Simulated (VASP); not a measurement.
FeSi2: relaxation of shape and atoms at fixed volume with PBEsol

Crystal: FeSi2.

```
CELL_PARAMETERS angstrom
2.55364 0.00000 0.00000
0.00000 2.55364 0.00000
0.00000 0.00000 4.93560
ATOMIC_POSITIONS crystal
Fe 0.00000 0.00000 0.00000
Si 0.50000 0.50000 0.27466
Si 0.50000 0.50000 0.72534
```

This cell differs from its parent crystal: volume scaled by 0.88.

- Program: VASP 6.6.1
- Task: relaxation of shape and atoms at fixed volume
- Functional: PBEsol
- Potentials or basis: VASP PAW PBE potentials, release 64 (Fe, Si)
- Cutoff: 600 eV
- k mesh: 16 × 16 × 8
- Occupations: gaussian, width 0.1 eV
- Spin: no spin polarisation
- Dipole correction: no
- Further INCAR settings: ALGO = Normal; EDIFF = 1e-07; IBRION = 2; EDIFFG = -0.01; NSW = 50; ISIF = 4

| Item | Value |
| --- | --- |
| Energy gained by relaxing | 0.5 meV/atom |
| Ionic steps | 5 |
| Pressure after relaxing | 33.9 GPa |
| Band gap on the k mesh | zero (band 8 reaches 12.22 eV, above the bottom of band 9 at 11.53 eV) |

The path:
| step | energy change (eV) | largest force (eV/Å) | pressure (GPa) | volume (Å³) |
| --- | --- | --- | --- | --- |
| 1 | 0.0000 | 0.1996 | 34.32 | 32.19 |
| 2 | -0.0007 | 0.2001 | 33.71 | 32.19 |
| 3 | -0.0014 | 0.0361 | 33.95 | 32.19 |
| 4 | -0.0015 | 0.0292 | 33.88 | 32.19 |
| 5 | -0.0016 | 0.0001 | 33.92 | 32.19 |

Final structure:
```yaml
crystal:
  lattice:
    - [2.54945, 0.00000, 0.00000]
    - [0.00000, 2.54945, 0.00000]
    - [0.00000, 0.00000, 4.95182]
  atoms:
    - { symbol: Fe, position: [0.00000, 0.00000, 0.00000] }
    - { symbol: Si, position: [0.50000, 0.50000, 0.27575] }
    - { symbol: Si, position: [0.50000, 0.50000, 0.72425] }
```

Levels at points of the mesh, in eV from the Fermi level:
```csv
k point,band 6,band 7,band 8,band 9,band 10,band 11
"(0.00, 0.00, 0.00)",-1.65,-1.65,-0.52,5.56,5.56,6.86
"(0.50, 0.00, 0.00)",-3.81,-2.22,-1.19,0.07,2.02,2.52
"(0.50, 0.50, 0.00)",-3.19,-2.79,0.44,1.80,2.82,2.91
"(0.00, 0.00, 0.50)",-1.69,-1.69,-0.52,2.91,6.33,6.95
"(0.50, 0.00, 0.50)",-2.94,-2.22,-1.20,0.96,2.71,4.66
"(0.50, 0.50, 0.50)",-3.35,-2.19,0.12,0.12,0.44,0.64
```

It took 5.5 min on 1 thread of Intel(R) Xeon(R) Platinum 8259CL CPU @ 2.50GHz (Skylake/Cascade Lake), with other jobs on the host, peak memory 0.24 GiB.

Caveat: the cell differs from its parent crystal (volume scaled by 0.88); the PAW data sets were made with another functional, which shifts forces and pressure a little. Spin polarisation is off, so any magnetic state and its effect on volume and gap are missing.
